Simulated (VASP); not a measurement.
# MnAs (F-43m) in VASP: notebook

MnAs is run at these levels: PBE+U; tasks: single point.

Program: VASP 6.6.1. These are calculated values, not measurements. Logs are shortened: lines on timing, memory, paths and dates and some standing lists are left out, and cuts for length are marked.

### Step 1. The cell of the first run

It takes space group F-43m (No. 216, cubic). Conventional cell: a = 5.710 Å, b = 5.710 Å, c = 5.710 Å, α = 90.00°, β = 90.00°, γ = 90.00°. Mn (site symmetry -43m) has 4 As at 2.47 Å within 3.3 Å. As (site symmetry -43m) has 4 Mn at 2.47 Å within 3.3 Å.

### Step 2. Single point, PBE+U, collinear spin

File INCAR:

```
SYSTEM = MnAs
PREC     = Accurate       ! precision mode
ENCUT    = 500            ! plane-wave cutoff, eV
EDIFF    = 1E-6           ! SCF threshold, eV
ISMEAR   = -1             ! smearing method
SIGMA    = 0.1            ! smearing width, eV
LREAL    = .False.        ! projectors in reciprocal space
LASPH    = .True.         ! aspherical terms in the spheres
NELM     = 200            ! most SCF steps
ALGO     = Normal         ! electronic algorithm
ISIF     = 2              ! what is computed and relaxed
LWAVE    = .False.        ! write WAVECAR
LCHARG   = .False.        ! write CHGCAR
ISPIN    = 2              ! spin polarisation
MAGMOM   = 4.51 -0.34     ! initial moments
LORBIT   = 11             ! projections on sites
LMAXMIX  = 4              ! l up to which the mixer works
LDAU     = .True.         ! DFT+U
LDAUTYPE = 2            
LDAUL    = 2 -1           ! shell
LDAUU    = 3.9 0          ! U, eV
LDAUJ    = 0 0          
LDAUPRINT= 1            
GGA      = PE             ! functional
NBANDS   = 20             ! bands
GGA_COMPAT= .False.
```

File KPOINTS:

```
Automatic mesh
0
Gamma
  6 6 6
  0 0 0
```

File POSCAR:

```
MnAs
1.0
    0.0000000000      2.8550000000      2.8550000000
    2.8550000000      0.0000000000      2.8550000000
    2.8550000000      2.8550000000      0.0000000000
Mn As
1 1
Direct
    0.0000000000      0.0000000000      0.0000000000
    0.2500000000      0.2500000000      0.2500000000
```

Potentials or basis: VASP PAW PBE potentials, release 64 (Mn_pv, As).

The run is started by

```sh
> cat potpaw_PBE.64/Mn_pv/POTCAR potpaw_PBE.64/As/POTCAR > POTCAR
> mpirun -np 1 vasp_std > vasp.out
```

OUTCAR:

```text
SYSTEM = MnAs
   PREC = Accurate
   ENCUT = 500
   EDIFF = 1E-6
   ISMEAR = -1
   LREAL = .False.
   LASPH = .True.
   NELM = 200
   ISIF = 2
   ISPIN = 2
   LORBIT = 11
   GGA = PE

 ion  position               nearest neighbor table
   1  0.000  0.000  0.000-   2 2.47   2 2.47   2 2.47   2 2.47
   2  0.250  0.250  0.250-   1 2.47   1 2.47   1 2.47   1 2.47

  LATTYP: Found a face centered cubic cell.
 ALAT       =     5.7100000000

  Lattice vectors:

 A1 = (   0.0000000000,   2.8550000000,   2.8550000000)
 A2 = (   2.8550000000,   0.0000000000,   2.8550000000)
 A3 = (   2.8550000000,   2.8550000000,   0.0000000000)

Analysis of symmetry for initial positions (statically):
=====================================================================
 Subroutine PRICEL returns:
 Original cell was already a primitive cell.

 Routine SETGRP: Setting up the symmetry group for a
 face centered cubic supercell.

 Subroutine GETGRP returns: Found 24 space group operations
 (whereof 24 operations were pure point group operations)
 out of a pool of 48 trial point group operations.

The static configuration has the point symmetry T_d .

Analysis of symmetry for dynamics (positions and initial velocities):
=====================================================================
 Subroutine PRICEL returns:
 Original cell was already a primitive cell.

 Routine SETGRP: Setting up the symmetry group for a
 face centered cubic supercell.

 Subroutine GETGRP returns: Found 24 space group operations
 (whereof 24 operations were pure point group operations)
 out of a pool of 48 trial point group operations.

The dynamic configuration has the point symmetry T_d .

Analysis of structural, dynamic, and magnetic symmetry:
=====================================================================
 Subroutine PRICEL returns:
 Original cell was already a primitive cell.

 Routine SETGRP: Setting up the symmetry group for a
 face centered cubic supercell.

 Subroutine GETGRP returns: Found 24 space group operations
 (whereof 24 operations were pure point group operations)
 out of a pool of 48 trial point group operations.

The overall configuration has the point symmetry T_d .

 Subroutine INISYM returns: Found 24 space group operations
 (whereof 24 operations are pure point group operations),
 and found     1 'primitive' translations

----------------------------------------------------------------------------------------

                                     Primitive cell

  volume of cell :      46.5424

  direct lattice vectors                    reciprocal lattice vectors
     0.000000000  2.855000000  2.855000000    -0.175131349  0.175131349  0.175131349
     2.855000000  0.000000000  2.855000000     0.175131349 -0.175131349  0.175131349
     2.855000000  2.855000000  0.000000000     0.175131349  0.175131349 -0.175131349

  length of vectors
     4.037579721  4.037579721  4.037579721     0.303336394  0.303336394  0.303336394

  position of ions in fractional coordinates (direct lattice)
     0.000000000  0.000000000  0.000000000
     0.250000000  0.250000000  0.250000000

  ion indices of the primitive-cell ions
   primitive index   ion index
                 1           1
                 2           2

----------------------------------------------------------------------------------------

 KPOINTS: Automatic mesh

Automatic generation of k-mesh.
 Grid dimensions read from file:
 generate k-points for:    6    6    6

 Generating k-lattice:

  Cartesian coordinates                     Fractional coordinates (reciprocal lattice)
    -0.029188558  0.029188558  0.029188558     0.166666667  0.000000000  0.000000000
     0.029188558 -0.029188558  0.029188558     0.000000000  0.166666667  0.000000000
     0.029188558  0.029188558 -0.029188558     0.000000000  0.000000000  0.166666667

  Length of vectors
     0.050556066  0.050556066  0.050556066

  Shift w.r.t. Gamma in fractional coordinates (k-lattice)
     0.000000000  0.000000000  0.000000000

 Subroutine IBZKPT returns following result:
 ===========================================

[... 25 lines left out ...]
   ions per type =               1   1
   NGX,Y,Z   is equivalent  to a cutoff of  12.35, 12.35, 12.35 a.u.
   NGXF,Y,Z  is equivalent  to a cutoff of  24.70, 24.70, 24.70 a.u.
 SYSTEM =  MnAs
   PREC   = accura    normal or accurate (medium, high low for compatibility)
   ISTART =      0    job   : 0-new  1-cont  2-samecut
   ICHARG =      2    charge: 1-file 2-atom 10-const
   ISPIN  =      2    spin polarized calculation?
   LNONCOLLINEAR =      F non collinear calculations
   LSORBIT =      F    spin-orbit coupling
   LASPH  =      T    aspherical Exc in radial PAW
   ENCUT  =  500.0 eV  36.75 Ry    6.06 a.u.   7.36  7.36  7.36*2*pi/ulx,y,z
   NELM   =    200;   NELMIN=  2; NELMDL= -5     # of ELM steps
   EDIFF  = 0.1E-05   stopping-criterion for ELM
   LREAL  =      F    real-space projection
   EDIFFG = 0.1E-04   stopping-criterion for IOM
   NSW    =      0    number of steps for IOM
   IBRION =     -1    ionic relax: 0-MD 1-quasi-New 2-CG
   NFREE  =      0    steps in history (QN), initial steepest desc. (CG)
   ISIF   =      2    stress and relaxation
   ISYM   =      2    0-nonsym 1-usesym 2-fastsym
   POTIM  = 0.5000    time-step for ionic-motion
   TEBEG  =    0.0;   TEEND  =   0.0 temperature during run
   PSTRESS=    0.0 pullay stress
   NELECT =      18.0000    total number of electrons
   NUPDOWN=      -1.0000    fix difference up-down
   EMIN   =  10.00;   EMAX   =-10.00  energy-range for DOS
   EFERMI =   0.00;   METHOD = LEGACY
   ISMEAR =    -1;   SIGMA  =   0.10  broadening in eV -4-tet -1-fermi 0-gaus
   EFERMI_NEDOS =   21; number of points for ismear=-14 and -15
   IALGO  =     38    algorithm
   IMIX   =      4    mixing-type and parameters
     AMIX     =   0.40;   BMIX     =  1.00
     AMIX_MAG =   1.60;   BMIX_MAG =  1.00
  volume/ion in A,a.u.               =      23.27       157.04
  Fermi-wavevector in a.u.,A,eV,Ry     =   1.192750  2.253971 19.356375  1.422653
  Thomas-Fermi vector in A             =   2.328781
   LORBIT       =     11    0 simple, 1 ext, 2 COOP (PROOUT), +10 PAW based schemes
 LDA+U is selected, type is set to LDAUTYPE =  2
   angular momentum for each species LDAUL =     2   -1
   U (eV)           for each species LDAUU =   3.9  0.0
   J (eV)           for each species LDAUJ =   0.0  0.0
   GGA     = PE    functional components
   LHFCALC =     F    Hartree Fock is set to
   AEXX    =    0.0000 exact exchange contribution
   IVDW    =     0    specifies the selected vdW correction
   LEPSILON=     F    determine dielectric tensor
   LRPA    =     F    only Hartree local field effects (RPA)
 spin polarized calculation
  energy-cutoff  :      500.00
  volume of cell :       46.54
 maximum number of plane-waves:      1243
 NGX is ok and might be reduce to    30
   NGX = 15   NGY = 15   NGZ = 15

atom =   1  type =  1  l = 2

 onsite density matrix

spin component  1

  0.8973 -0.0000 -0.0000 -0.0000  0.0000
 -0.0000  0.8973  0.0000 -0.0000 -0.0000
 -0.0000  0.0000  0.9220  0.0000 -0.0000
 -0.0000 -0.0000  0.0000  0.8973  0.0000
  0.0000 -0.0000 -0.0000  0.0000  0.9220

spin component  2

  0.1012  0.0000 -0.0000 -0.0000  0.0000
  0.0000  0.1012 -0.0000 -0.0000  0.0000
 -0.0000 -0.0000  0.0291 -0.0000  0.0000
 -0.0000 -0.0000 -0.0000  0.1012 -0.0000
  0.0000  0.0000  0.0000 -0.0000  0.0291

 occupancies and eigenvectors

  o =  0.0291  v =  0.0000  0.0000  0.0000  0.0000  0.0000 -0.0000 -0.0000 -0.9833  0.0000  0.1819      0.0000  0.0000  0.0000  0.0000  0.0000  0.0000  0.0000  0.0000  0.0000  0.0000
  o =  0.0291  v =  0.0000  0.0000  0.0000  0.0000  0.0000 -0.0000  0.0000  0.1819  0.0000  0.9833      0.0000  0.0000  0.0000  0.0000  0.0000  0.0000  0.0000  0.0000  0.0000  0.0000
  o =  0.1012  v =  0.0000  0.0000  0.0000  0.0000  0.0000 -0.0040  0.9995 -0.0000  0.0328  0.0000      0.0000  0.0000  0.0000  0.0000  0.0000  0.0000  0.0000  0.0000  0.0000  0.0000
  o =  0.1012  v =  0.0000  0.0000  0.0000  0.0000  0.0000  1.0000  0.0042 -0.0000 -0.0055  0.0000      0.0000  0.0000  0.0000  0.0000  0.0000  0.0000  0.0000  0.0000  0.0000  0.0000
  o =  0.1012  v =  0.0000  0.0000  0.0000  0.0000  0.0000  0.0056 -0.0328  0.0000  0.9994 -0.0000      0.0000  0.0000  0.0000  0.0000  0.0000  0.0000  0.0000  0.0000  0.0000  0.0000
  o =  0.8973  v =  0.0000  0.0161 -0.0000  0.9999 -0.0000  0.0000  0.0000  0.0000  0.0000  0.0000      0.0000  0.0000  0.0000  0.0000  0.0000  0.0000  0.0000  0.0000  0.0000  0.0000
  o =  0.8973  v =  1.0000  0.0000  0.0000  0.0000  0.0000  0.0000  0.0000  0.0000  0.0000  0.0000      0.0000  0.0000  0.0000  0.0000  0.0000  0.0000  0.0000  0.0000  0.0000  0.0000
  o =  0.8973  v =  0.0000 -0.9999  0.0000  0.0161 -0.0000  0.0000  0.0000  0.0000  0.0000  0.0000      0.0000  0.0000  0.0000  0.0000  0.0000  0.0000  0.0000  0.0000  0.0000  0.0000
  o =  0.9220  v =  0.0000  0.0000  0.6392  0.0000 -0.7690  0.0000  0.0000  0.0000  0.0000  0.0000      0.0000  0.0000  0.0000  0.0000  0.0000  0.0000  0.0000  0.0000  0.0000  0.0000
  o =  0.9220  v =  0.0000  0.0000  0.7690  0.0000  0.6392  0.0000  0.0000  0.0000  0.0000  0.0000      0.0000  0.0000  0.0000  0.0000  0.0000  0.0000  0.0000  0.0000  0.0000  0.0000

 number of electron      18.0000011 magnetization       4.0000584

 Free energy of the ion-electron system (eV)
  ---------------------------------------------------
  ext. energy  EPLUGINS =         0.00000000
  ---------------------------------------------------
  free energy    TOTEN  =       -11.54692672 eV

  energy without entropy =      -11.52399828  energy(sigma->0) =      -11.53546250

 E-fermi :   3.5361     XC(G=0):  -9.4404

 val. band max:        3.3310659446   @ k =   0.5000   0.1667   0.0000
 cond. band min:       3.6197731407   @ k =  -0.3333   0.3333   0.0000
 fundamental gap:      0.2887071961
 Fermi energy:         3.5360708165

 spin component 1

 k-point     1 :       0.0000    0.0000    0.0000
  band No.  band energies     occupation
      1     -47.0154      1.00000
      2     -47.0154      1.00000
      3     -47.0154      1.00000
      4      -7.6315      1.00000
      5      -1.5147      1.00000
      6      -1.5147      1.00000
[... 344 lines left out ...]
      6      -1.0501      1.00000
[... 12 lines left out ...]
     19      18.3612      0.00000
     20      18.5045      0.00000
 Fermi energy:         3.5360708165

 spin component 2

 k-point     1 :       0.0000    0.0000    0.0000
  band No.  band energies     occupation
      1     -42.5036      1.00000
      2     -42.5035      1.00000
      3     -42.5035      1.00000
      4      -7.8236      1.00000
      5       2.3138      1.00000
      6       2.3138      1.00000
[... 357 lines left out ...]
     19      18.5721      0.00000
     20      18.8223      0.00000

------------------------ aborting loop because EDIFF is reached ----------------------------------------

  FORCE on cell =-STRESS in cart. coord.  units (eV):
  Direction    XX          YY          ZZ          XY          YZ          ZX
  --------------------------------------------------------------------------------------
  -------------------------------------------------------------------------------------
  Total        1.5869588      1.5869588      1.5869588      0.0000000      0.0000000      0.0000000
  in kB       54.6295866     54.6295866     54.6295866      0.0000000      0.0000000      0.0000000
  external PRESSURE =      54.6295866 kB  Pullay stress =       0.0000000 kB

 VOLUME and BASIS-vectors are now :
 -----------------------------------------------------------------------------
  energy-cutoff  :      500.00
  volume of cell :       46.54
      direct lattice vectors                 reciprocal lattice vectors
     0.000000000  2.855000000  2.855000000    -0.175131349  0.175131349  0.175131349
     2.855000000  0.000000000  2.855000000     0.175131349 -0.175131349  0.175131349
     2.855000000  2.855000000  0.000000000     0.175131349  0.175131349 -0.175131349

 POSITION                                       TOTAL-FORCE (eV/Angst)
 -----------------------------------------------------------------------------------
      0.00000      0.00000      0.00000         0.000000      0.000000     -0.000000
      1.42750      1.42750      1.42750        -0.000000     -0.000000      0.000000
 -----------------------------------------------------------------------------------
    total drift:                               -0.000000     -0.000000     -0.000001

  FREE ENERGIE OF THE ION-ELECTRON SYSTEM (eV)
  ---------------------------------------------------
  free  energy   TOTEN  =       -11.5469267172 eV

  energy  without entropy=      -11.5239982846  energy(sigma->0) =      -11.53546250

 total charge

# of ion       s       p       d       tot
------------------------------------------
    1        0.331   6.234   4.878  11.443
    2        1.230   1.601   0.024   2.854
--------------------------------------------------
tot          1.560   7.835   4.903  14.298

 magnetization (x)

# of ion       s       p       d       tot
------------------------------------------
    1        0.058   0.030   4.166   4.254
    2       -0.007  -0.326   0.014  -0.319
--------------------------------------------------
tot          0.052  -0.297   4.180   3.935
```

Wall time 72 s (1 thread of Intel Xeon 8259CL, shared host); peak memory 0.19 GiB.

Results:

* Free energy: -11.5469 eV
* Pressure: 5.5 GPa
* Band gap on the k mesh: zero (filled and empty bands overlap)
* Net moment: 4.00 μB per cell
* Site moments: Mn +4.25; As -0.32 μB
* Valence electrons inside the program's atomic spheres: Mn 11.44; As 2.85

Levels at points of the mesh, in eV from the Fermi level:
Spin up:
```tsv
k point	band 7	band 8	band 9	band 10	band 11	band 12	band 13	band 14	band 15	band 16
(0.00, 0.00, 0.00)	-5.05	-4.47	-4.47	2.30	2.30	2.30	3.08	6.54	6.54	6.54
(0.50, 0.00, 0.00)	-4.36	-4.36	-4.36	-3.83	1.01	1.01	4.21	6.94	6.94	8.50
(0.50, 0.50, 0.00)	-4.47	-4.35	-4.03	-2.93	-0.86	-0.86	3.31	4.77	12.32	12.66
```
Spin down:
| k point | band 3 | band 4 | band 5 | band 6 | band 7 | band 8 | band 9 | band 10 | band 11 | band 12 |
| --- | --- | --- | --- | --- | --- | --- | --- | --- | --- | --- |
| (0.00, 0.00, 0.00) | -46.04 | -11.36 | -1.22 | -1.22 | -1.22 | 2.57 | 2.57 | 3.66 | 5.18 | 5.18 |
| (0.50, 0.00, 0.00) | -46.04 | -10.35 | -4.04 | -1.17 | -1.17 | 2.25 | 2.65 | 2.65 | 3.69 | 3.69 |
| (0.50, 0.50, 0.00) | -46.04 | -10.00 | -3.83 | -1.49 | -1.49 | 0.98 | 2.24 | 2.78 | 2.78 | 3.02 |

Eigenvalues of the final occupation matrices:
```csv
site,spin,trace,eigenvalues
site 1 d,1,4.54,0.90 0.90 0.90 0.92 0.92
site 1 d,2,0.36,0.03 0.03 0.10 0.10 0.10
```

Caveat: the cell stands under pressure; a cell with one magnetic atom can't hold antiferromagnetic order, which such compounds often take; the U is typed as a test and isn't derived for this compound.

### Step 3. Single point, PBE+U, collinear spin

File INCAR:

```
PREC = Accurate
ENCUT = 500
EDIFF = 1E-6
ISMEAR = -1
SIGMA = 0.1
LREAL = False
LASPH = True
NELM = 200
ALGO = Normal
ISIF = 2
LWAVE = False
LCHARG = True
ISPIN = 2
MAGMOM = 4.51 -0.34
LORBIT = 11
LMAXMIX = 4
LDAU = True
LDAUTYPE = 2
LDAUL = 2 -1
LDAUU = 3.9 0
LDAUJ = 0 0
LDAUPRINT = 1
GGA = PE
LELF = True
LVHAR = True
NBANDS = 20
GGA_COMPAT = False
```

File KPOINTS:

```
regular mesh
0
Gamma
  6 6 6
```

POSCAR is that of step 2.

Potentials or basis: VASP PAW PBE potentials, release 64 (Mn_pv, As).

The run is started by

```sh
> cat potpaw_PBE.64/Mn_pv/POTCAR potpaw_PBE.64/As/POTCAR > POTCAR
> mpirun -np 1 vasp_std > vasp.out
```

Wall time 72 s (1 thread of Intel Xeon 8259CL, shared host); peak memory 0.19 GiB.

Results (log left out):

```
Free energy                                           : -11.5469 eV
Pressure                                              : 5.5 GPa
Band gap on the k mesh                                : zero (filled and empty bands overlap)
Net moment                                            : 4.00 μB per cell
Site moments                                          : Mn +4.25; As -0.32 μB
Valence electrons inside the program's atomic spheres : Mn 11.44; As 2.85
```

Levels at points of the mesh, in eV from the Fermi level:
Spin up:
| k point | band 9 | band 10 | band 11 | band 12 | band 13 | band 14 |
| --- | --- | --- | --- | --- | --- | --- |
| (0.00, 0.00, 0.00) | -4.47 | 2.30 | 2.30 | 2.30 | 3.08 | 6.54 |
| (0.50, 0.00, 0.00) | -4.36 | -3.83 | 1.01 | 1.01 | 4.21 | 6.94 |
| (0.50, 0.50, 0.00) | -4.03 | -2.93 | -0.86 | -0.86 | 3.31 | 4.77 |
Spin down:
```
           k point  band 5  band 6  band 7  band 8  band 9  band 10
(0.00, 0.00, 0.00)   -1.22   -1.22   -1.22    2.57    2.57     3.66
(0.50, 0.00, 0.00)   -4.04   -1.17   -1.17    2.25    2.65     2.65
(0.50, 0.50, 0.00)   -3.83   -1.49   -1.49    0.98    2.24     2.78
```

Eigenvalues of the final occupation matrices:
```tsv
site	spin	trace	eigenvalues
site 1 d	1	4.54	0.90 0.90 0.90 0.92 0.92
site 1 d	2	0.36	0.03 0.03 0.10 0.10 0.10
```

Caveat: the cell stands under pressure; a cell with one magnetic atom can't hold antiferromagnetic order, which such compounds often take; the U is typed as a test and isn't derived for this compound.

The gap in the log of VASP goes by the Fermi energy; the results here count the filled bands.